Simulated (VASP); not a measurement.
# B12W (Fm-3m) in VASP: notebook

Runs on B12W. Level: PBE. Tasks: relaxation of cell and atoms, single point.

All numbers are computed with VASP 6.6.1; they aren't measurements. Logs are shortened: lines on timing, memory, paths and dates and some standing lists are left out, and cuts for length are marked.

### 1 The cell of the first run

Symmetry: Fm-3m, No. 225, cubic system. The conventional cell has a = 7.125 Å, b = 7.125 Å, c = 7.125 Å, α = 90.00°, β = 90.00°, γ = 90.00°. B (site symmetry 2mm) has 5 B at 1.26 to 1.63 Å within 1.7 Å. W (site symmetry m-3m) has 24 B at 2.60 Å within 3.4 Å.

The cell was generated, and may not be a known phase.

### 2 Relaxation of cell and atoms, PBE

File INCAR:

```
PREC = Accurate ; ENCUT = 600
EDIFF = 1E-6 ; ISMEAR = 0
SIGMA = 0.1 ; LREAL = False
LASPH = True ; NELM = 100
ALGO = Normal ; ISIF = 3
LWAVE = False ; LCHARG = False
GGA = PE ; IBRION = 2
NSW = 90 ; EDIFFG = -0.04
```

File KPOINTS:

```
regular mesh
0
Gamma
  4 4 4
```

File POSCAR:

```
B12W
1.0
    0.0000000000      3.5622974400      3.5622974400
    3.5622974400      0.0000000000      3.5622974400
    3.5622974400      3.5622974400      0.0000000000
B W
12 1
Direct
    0.0882657700      0.4117342300      0.4117342300
    0.4117342300      0.0882657700      0.0882657700
    0.4117342300      0.0882657700      0.4117342300
    0.0882657700      0.4117342300      0.0882657700
    0.4117342300      0.4117342300      0.0882657700
    0.0882657700      0.0882657700      0.4117342300
    0.9117342300      0.5882657700      0.5882657700
    0.5882657700      0.9117342300      0.9117342300
    0.5882657700      0.9117342300      0.5882657700
    0.9117342300      0.5882657700      0.9117342300
    0.5882657700      0.5882657700      0.9117342300
    0.9117342300      0.9117342300      0.5882657700
    0.0000000000      0.0000000000      0.0000000000
```

Potentials or basis: VASP PAW PBE potentials, release 64 (B, W_sv).

Launch:

```sh
cat potpaw_PBE.64/B/POTCAR potpaw_PBE.64/W_sv/POTCAR > POTCAR
mpirun -np 1 vasp_std > vasp.out
```

OUTCAR:

```text
PREC = Accurate
   ENCUT = 600
   EDIFF = 1E-6
   ISMEAR = 0
   LREAL = False
   LASPH = True
   NELM = 100
   ISIF = 3
   GGA = PE
   IBRION = 2
   NSW = 90
   EDIFFG = -0.04

 ion  position               nearest neighbor table
   1  0.088  0.412  0.412-   7 1.26   4 1.63   5 1.63   6 1.63   3 1.63  13 2.60  13 2.60
   2  0.412  0.088  0.088-   8 1.26   4 1.63   5 1.63   6 1.63   3 1.63  13 2.60  13 2.60
   3  0.412  0.088  0.412-   9 1.26   2 1.63   5 1.63   6 1.63   1 1.63  13 2.60  13 2.60
   4  0.088  0.412  0.088-  10 1.26   2 1.63   5 1.63   6 1.63   1 1.63  13 2.60  13 2.60
   5  0.412  0.412  0.088-  11 1.26   2 1.63   3 1.63   4 1.63   1 1.63  13 2.60  13 2.60
   6  0.088  0.088  0.412-  12 1.26   2 1.63   3 1.63   4 1.63   1 1.63  13 2.60  13 2.60
   7  0.912  0.588  0.588-   1 1.26   9 1.63  10 1.63  11 1.63  12 1.63  13 2.60  13 2.60
   8  0.588  0.912  0.912-   2 1.26   9 1.63  10 1.63  11 1.63  12 1.63  13 2.60  13 2.60
   9  0.588  0.912  0.588-   3 1.26   7 1.63   8 1.63  11 1.63  12 1.63  13 2.60  13 2.60
  10  0.912  0.588  0.912-   4 1.26   7 1.63   8 1.63  11 1.63  12 1.63  13 2.60  13 2.60
  11  0.588  0.588  0.912-   5 1.26   7 1.63   8 1.63   9 1.63  10 1.63  13 2.60  13 2.60
  12  0.912  0.912  0.588-   6 1.26   7 1.63   8 1.63   9 1.63  10 1.63  13 2.60  13 2.60
  13  0.000  0.000  0.000-   8 2.60   9 2.60  11 2.60   7 2.60  10 2.60  11 2.60   7 2.60   9 2.60
                            12 2.60   2 2.60   4 2.60   6 2.60   8 2.60  10 2.60  12 2.60   1 2.60

  LATTYP: Found a face centered cubic cell.
 ALAT       =     7.1245948800

  Lattice vectors:

 A1 = (   0.0000000000,   3.5622974400,   3.5622974400)
 A2 = (   3.5622974400,   0.0000000000,   3.5622974400)
 A3 = (   3.5622974400,   3.5622974400,   0.0000000000)

Analysis of symmetry for initial positions (statically):
=====================================================================
 Subroutine PRICEL returns:
 Original cell was already a primitive cell.

 Routine SETGRP: Setting up the symmetry group for a
 face centered cubic supercell.

 Subroutine GETGRP returns: Found 48 space group operations
 (whereof 48 operations were pure point group operations)
 out of a pool of 48 trial point group operations.

The static configuration has the point symmetry O_h .

Analysis of symmetry for dynamics (positions and initial velocities):
=====================================================================
 Subroutine PRICEL returns:
 Original cell was already a primitive cell.

 Routine SETGRP: Setting up the symmetry group for a
 face centered cubic supercell.

 Subroutine GETGRP returns: Found 48 space group operations
 (whereof 48 operations were pure point group operations)
 out of a pool of 48 trial point group operations.

The dynamic configuration has the point symmetry O_h .
[... 123 lines left out ...]
     AMIX     =   0.40;   BMIX     =  1.00
     AMIX_MAG =   1.60;   BMIX_MAG =  1.00
  volume/ion in A,a.u.               =       6.95        46.93
  Fermi-wavevector in a.u.,A,eV,Ry     =   1.343769  2.539355 24.568250  1.805715
  Thomas-Fermi vector in A             =   2.471816
   LORBIT       =      0    0 simple, 1 ext, 2 COOP (PROOUT), +10 PAW based schemes
   GGA     = PE    functional components
   LHFCALC =     F    Hartree Fock is set to
   AEXX    =    0.0000 exact exchange contribution
   IVDW    =     0    specifies the selected vdW correction
   LEPSILON=     F    determine dielectric tensor
   LRPA    =     F    only Hartree local field effects (RPA)
 conjugate gradient relaxation of ions
 non-spin polarized calculation
 Gauss-broadening in eV      SIGMA  =   0.10
  energy-cutoff  :      600.00
  volume of cell :       90.41
 maximum number of plane-waves:      3042
   NGX = 21   NGY = 21   NGZ = 21

--------------------------------------- Ionic step        1  -------------------------------------------

 number of electron      50.0000000 magnetization

 Free energy of the ion-electron system (eV)
  ---------------------------------------------------
  ext. energy  EPLUGINS =         0.00000000
  ---------------------------------------------------
  free energy    TOTEN  =       -68.78118126 eV

  energy without entropy =      -68.75092687  energy(sigma->0) =      -68.76605406

------------------------ aborting loop because EDIFF is reached ----------------------------------------

  FORCE on cell =-STRESS in cart. coord.  units (eV):
  Direction    XX          YY          ZZ          XY          YZ          ZX
  --------------------------------------------------------------------------------------
  -------------------------------------------------------------------------------------
  Total       70.9407092     70.9407092     70.9407092      0.0000000      0.0000000      0.0000000
  in kB     1257.1455901   1257.1455901   1257.1455901      0.0000000      0.0000000      0.0000000
  external PRESSURE =    1257.1455901 kB  Pullay stress =       0.0000000 kB
[... 122 lines left out ...]
  FREE ENERGIE OF THE ION-ELECTRON SYSTEM (eV)
  ---------------------------------------------------
  free  energy   TOTEN  =       -62.2430961284 eV

  energy  without entropy=      -62.2341972387  energy(sigma->0) =      -62.23864668

 E-fermi :   1.5234     XC(G=0):  -9.1137

 val. band max:        1.5219152122   @ k =   0.2500   0.0000   0.0000
 cond. band min:       1.5412653256   @ k =   0.5000   0.0000   0.0000
 fundamental gap:      0.0193501134
 Fermi energy:         1.5234162655

 k-point     1 :       0.0000    0.0000    0.0000
  band No.  band energies     occupation
      1     -73.7099      2.00000
      2     -37.7697      2.00000
      3     -37.7697      2.00000
      4     -37.7697      2.00000
      5     -10.5960      2.00000
      6      -9.6783      2.00000
[... 269 lines left out ...]
     31       4.6013      0.00000
     32       5.2560      0.00000

[... ionic steps 4 to 28 ...]

--------------------------------------- Ionic step       29  -------------------------------------------

 number of electron      50.0000003 magnetization

------------------------ aborting loop because EDIFF is reached ----------------------------------------
[... 89 lines left out ...]
--------------------------------------- Ionic step       31  -------------------------------------------

 number of electron      50.0000003 magnetization

 Free energy of the ion-electron system (eV)
  ---------------------------------------------------
  ext. energy  EPLUGINS =         0.00000000
  ---------------------------------------------------
  free energy    TOTEN  =       -85.98909480 eV

  energy without entropy =      -85.95537068  energy(sigma->0) =      -85.97223274

 E-fermi :   3.6109     XC(G=0): -10.2781

 val. band max:        3.6051083404   @ k =   0.2500   0.0000   0.0000
 cond. band min:       3.6336472617   @ k =   0.5000   0.0000   0.0000
 fundamental gap:      0.0285389213
 Fermi energy:         3.6109493389

 k-point     1 :       0.0000    0.0000    0.0000
  band No.  band energies     occupation
      1     -71.9887      2.00000
      2     -36.0221      2.00000
      3     -36.0221      2.00000
      4     -36.0221      2.00000
      5     -10.7771      2.00000
      6      -9.8398      2.00000
[... 309 lines left out ...]
  FREE ENERGIE OF THE ION-ELECTRON SYSTEM (eV)
  ---------------------------------------------------
  free  energy   TOTEN  =       -85.9890947981 eV

  energy  without entropy=      -85.9553706796  energy(sigma->0) =      -85.97223274

 reached required accuracy - stopping structural energy minimisation
```

Wall time 5.4 min (1 thread of Intel Xeon 6975P-C (Granite Rapids), shared host); peak memory 0.28 GiB.

What came out:

- Free energy: -85.9891 eV
- Relaxed volume: 10.27 Å³/atom
- Relaxed cell: a = 5.737 Å, b = 5.737 Å, c = 5.737 Å, α = 60.00°, β = 60.00°, γ = 60.00°
- Space group after relaxing (to 0.1 Å): Fm-3m (No. 225)
- Pressure after relaxing: -0.1 GPa
- Largest force after relaxing: 0.031 eV/Å
- Band gap on the k mesh: zero (bands 25 and 26 overlap by 0.18 eV)

Forces on the atoms (eV/Å):
```
B   -0.031  0.000  0.000
B    0.031  0.000  0.000
B    0.000 -0.031  0.000
B    0.000  0.031  0.000
B    0.000  0.000 -0.031
B    0.000  0.000  0.031
B    0.031  0.000  0.000
B   -0.031  0.000  0.000
B    0.000  0.031  0.000
B    0.000 -0.031  0.000
B    0.000  0.000  0.031
B    0.000  0.000 -0.031
W    0.000  0.000  0.000
```

Final structure:
```
CELL_PARAMETERS angstrom
0.00000 4.05675 4.05675
4.05675 0.00000 4.05675
4.05675 4.05675 0.00000
ATOMIC_POSITIONS crystal
B 0.09872 0.40128 0.40128
B 0.40128 0.09872 0.09872
B 0.40128 0.09872 0.40128
B 0.09872 0.40128 0.09872
B 0.40128 0.40128 0.09872
B 0.09872 0.09872 0.40128
B 0.90128 0.59872 0.59872
B 0.59872 0.90128 0.90128
B 0.59872 0.90128 0.59872
B 0.90128 0.59872 0.90128
B 0.59872 0.59872 0.90128
B 0.90128 0.90128 0.59872
W 0.00000 0.00000 0.00000
```

Levels at points of the mesh, in eV from the Fermi level:
```csv
k point,band 21,band 22,band 23,band 24,band 25,band 26,band 27,band 28,band 29,band 30
"(0.00, 0.00, 0.00)",-0.85,-0.54,-0.54,-0.54,0.07,0.07,1.56,1.71,1.71,1.71
"(0.50, 0.00, 0.00)",-2.08,-1.97,-1.97,-1.57,0.02,0.02,0.48,1.09,1.09,3.50
"(0.50, 0.50, 0.00)",-1.57,-1.43,-1.16,-1.16,0.18,0.24,0.74,1.22,1.22,2.74
```

Caveat: the k points lie up to 0.34 Å⁻¹ apart in the final cell; the volume moved by over 15 % at a fixed basis, so the end points are rough; spin-orbit coupling is left out, which moves the levels of the heavy elements.

### 3 Single point, PBE

This run uses another cell than the first one, of 10.27 Å³/atom.

File INCAR:

```
PREC     = Accurate       # precision mode
ENCUT    = 520            # plane-wave cutoff, eV
EDIFF    = 1E-7           # SCF threshold, eV
ISMEAR   = 0              # smearing method
SIGMA    = 0.1            # smearing width, eV
LREAL    = F              # projectors in reciprocal space
LASPH    = T              # aspherical terms in the spheres
NELM     = 80             # most SCF steps
ALGO     = Normal         # electronic algorithm
ISIF     = 2              # what is computed and relaxed
LWAVE    = F              # write WAVECAR
LCHARG   = F              # write CHGCAR
GGA      = PE             # functional
NBANDS   = 37             # bands
```

File KPOINTS:

```
regular mesh
0
Gamma
  8 8 8
```

File POSCAR:

```
B12W
1.0
    0.0000000000      4.0562129359      4.0562129359
    4.0562129359      0.0000000000      4.0562129359
    4.0562129359      4.0562129359      0.0000000000
B W
12 1
Direct
    0.0987472290      0.4012527710      0.4012527710
    0.4012527710      0.0987472290      0.0987472290
    0.4012527710      0.0987472290      0.4012527710
    0.0987472290      0.4012527710      0.0987472290
    0.4012527710      0.4012527710      0.0987472290
    0.0987472290      0.0987472290      0.4012527710
    0.9012527710      0.5987472290      0.5987472290
    0.5987472290      0.9012527710      0.9012527710
    0.5987472290      0.9012527710      0.5987472290
    0.9012527710      0.5987472290      0.9012527710
    0.5987472290      0.5987472290      0.9012527710
    0.9012527710      0.9012527710      0.5987472290
    0.0000000000      0.0000000000      0.0000000000
```

Potentials or basis: VASP PAW PBE potentials, release 64 (B, W_sv).

Launch:

```sh
cat potpaw_PBE.64/B/POTCAR potpaw_PBE.64/W_sv/POTCAR > POTCAR
mpirun -np 1 vasp_std > vasp.out
```

It took 85 s on 1 thread of Intel Xeon 6975P-C (Granite Rapids), shared host; peak memory 0.37 GiB.

The run converged. Its results:

```yaml
Free_energy: -85.9982 eV
Pressure: 0.0 GPa
Largest_force: 0.017 eV/Å
Band_gap_on_the_k_mesh: zero (bands 25 and 26 overlap by 0.20 eV)
```

Forces on the atoms (eV/Å):
```
B    0.017  0.000  0.000
B   -0.017  0.000  0.000
B    0.000  0.017  0.000
B    0.000 -0.017  0.000
B    0.000  0.000  0.017
B    0.000  0.000 -0.017
B   -0.017  0.000  0.000
B    0.017  0.000  0.000
B    0.000 -0.017  0.000
B    0.000  0.017  0.000
B    0.000  0.000 -0.017
B    0.000  0.000  0.017
W    0.000  0.000  0.000
```

Levels at points of the mesh, in eV from the Fermi level:
| k point | band 22 | band 23 | band 24 | band 25 | band 26 | band 27 | band 28 | band 29 |
| --- | --- | --- | --- | --- | --- | --- | --- | --- |
| (0.00, 0.00, 0.00) | -0.56 | -0.56 | -0.56 | 0.06 | 0.06 | 1.54 | 1.69 | 1.69 |
| (0.50, 0.00, 0.00) | -2.00 | -2.00 | -1.61 | 0.02 | 0.02 | 0.48 | 1.08 | 1.08 |
| (0.50, 0.50, 0.00) | -1.44 | -1.19 | -1.19 | 0.17 | 0.23 | 0.70 | 1.21 | 1.21 |

Caveat: spin-orbit coupling is left out, which moves the levels of the heavy elements.

### 4 Relaxation of cell and atoms, PBE

This run uses another cell than the first one, of 10.25 Å³/atom.

File INCAR:

```
PREC     = Accurate       # precision mode
ENCUT    = 600            # plane-wave cutoff, eV
EDIFF    = 1E-7           # SCF threshold, eV
ISMEAR   = 0              # smearing method
SIGMA    = 0.1            # smearing width, eV
LREAL    = F              # projectors in reciprocal space
LASPH    = T              # aspherical terms in the spheres
NELM     = 100            # most SCF steps
ALGO     = Normal         # electronic algorithm
ISIF     = 3              # what is computed and relaxed
LWAVE    = F              # write WAVECAR
LCHARG   = F              # write CHGCAR
GGA      = PE             # functional
IBRION   = 2              # ionic algorithm
NSW      = 100            # ionic steps
EDIFFG   = -0.01          # ionic threshold
```

KPOINTS is that of step 3.

File POSCAR:

```
B12W
1.0
    0.0000000000      4.0545534184      4.0545534184
    4.0545534184      0.0000000000      4.0545534184
    4.0545534184      4.0545534184      0.0000000000
B W
12 1
Direct
    0.0987994661      0.4012005339      0.4012005339
    0.4012005339      0.0987994661      0.0987994661
    0.4012005339      0.0987994661      0.4012005339
    0.0987994661      0.4012005339      0.0987994661
    0.4012005339      0.4012005339      0.0987994661
    0.0987994661      0.0987994661      0.4012005339
    0.9012005339      0.5987994661      0.5987994661
    0.5987994661      0.9012005339      0.9012005339
    0.5987994661      0.9012005339      0.5987994661
    0.9012005339      0.5987994661      0.9012005339
    0.5987994661      0.5987994661      0.9012005339
    0.9012005339      0.9012005339      0.5987994661
    0.0000000000      0.0000000000      0.0000000000
```

Launch:

```sh
cat potpaw_PBE.64/B/POTCAR potpaw_PBE.64/W_sv/POTCAR > POTCAR
mpirun -np 1 vasp_std > vasp.out
```

Wall time 2.9 min (1 thread of Intel Xeon 6975P-C (Granite Rapids), shared host); peak memory 0.41 GiB.

It converged, with:

| Property | Result |
| --- | --- |
| Free energy | -86.0093 eV |
| Relaxed volume | 10.26 Å³/atom |
| Relaxed cell | a = 5.735 Å, b = 5.735 Å, c = 5.735 Å, α = 60.00°, β = 60.00°, γ = 60.00° |
| Space group after relaxing (to 0.1 Å) | Fm-3m (No. 225) |
| Energy gained by relaxing | 0.0 meV/atom |
| Ionic steps | 3 |
| Pressure after relaxing | 0.1 GPa |
| Largest force after relaxing | 0.006 eV/Å |
| Band gap on the k mesh | zero (bands 25 and 26 overlap by 0.20 eV) |

Forces in eV/Å, atoms in the order of the input:
```
B   -0.006  0.000  0.000
B    0.006  0.000  0.000
B    0.000 -0.006  0.000
B    0.000  0.006  0.000
B    0.000  0.000 -0.006
B    0.000  0.000  0.006
B    0.006  0.000  0.000
B   -0.006  0.000  0.000
B    0.000  0.006  0.000
B    0.000 -0.006  0.000
B    0.000  0.000  0.006
B    0.000  0.000 -0.006
W    0.000  0.000  0.000
```

Step by step:
| step | energy change (eV) | largest force (eV/Å) | pressure (GPa) | volume (Å³) |
| --- | --- | --- | --- | --- |
| 1 | 0.0000 | 0.0551 | 0.23 | 133.31 |
| 2 | 0.0016 | 0.1567 | -0.20 | 133.59 |
| 3 | -0.0003 | 0.0058 | 0.11 | 133.39 |

Final structure:
```
B W
1.0
     0.00000    4.05538    4.05538
     4.05538    0.00000    4.05538
     4.05538    4.05538    0.00000
B W
12 1
Cartesian
  3.2548 2.0277 2.0277
  0.8006 2.0277 2.0277
  2.0277 3.2548 2.0277
  2.0277 0.8006 2.0277
  2.0277 2.0277 3.2548
  2.0277 2.0277 0.8006
  4.8559 6.0831 6.0831
  7.3102 6.0831 6.0831
  6.0831 4.8559 6.0831
  6.0831 7.3102 6.0831
  6.0831 6.0831 4.8559
  6.0831 6.0831 7.3102
  0.0000 0.0000 0.0000
```

Levels at points of the mesh, in eV from the Fermi level:
```
           k point  band 21  band 22  band 23  band 24  band 25  band 26  band 27  band 28  band 29  band 30
(0.00, 0.00, 0.00)    -0.88    -0.56    -0.56    -0.56     0.06     0.06     1.54     1.69     1.69     1.69
(0.50, 0.00, 0.00)    -2.11    -2.00    -2.00    -1.61     0.02     0.02     0.48     1.08     1.08     3.49
(0.50, 0.50, 0.00)    -1.61    -1.44    -1.20    -1.20     0.17     0.23     0.70     1.21     1.21     2.72
```

Caveat: spin-orbit coupling is left out, which moves the levels of the heavy elements.

### 5 Overview

```csv
task,cell,k mesh,cutoff (eV),gap on the mesh (eV),pressure (GPa),relaxed volume (Å³/atom),largest force (eV/Å)
relaxation of cell and atoms,"relaxed from a = 5.038 Å, angles 60.0°, 13 atoms, atomic positions A",4 × 4 × 4,600,none,-0.1,10.27,0.03
single point,"a = 5.736 Å, angles 60.0°, 13 atoms, atomic positions B",8 × 8 × 8,520,none,0.0,-,0.02
relaxation of cell and atoms,"relaxed from a = 5.734 Å, angles 60.0°, 13 atoms, atomic positions B",8 × 8 × 8,600,none,0.1,10.26,0.01
```

Alike in all rows: level PBE; potentials or basis VASP PAW PBE potentials, release 64 (B, W_sv); no spin polarisation; smearing gaussian 0.1 eV.

Caveats: some runs use coarse meshes; spin-orbit coupling is left out, which moves the levels of the heavy elements; the volume moved by over 15 % at a fixed basis, so the end points are rough (at least some runs).

Absolute energies hang on the potentials; compare differences alone.

The gap in the log of VASP goes by the Fermi energy; the results here count the filled bands.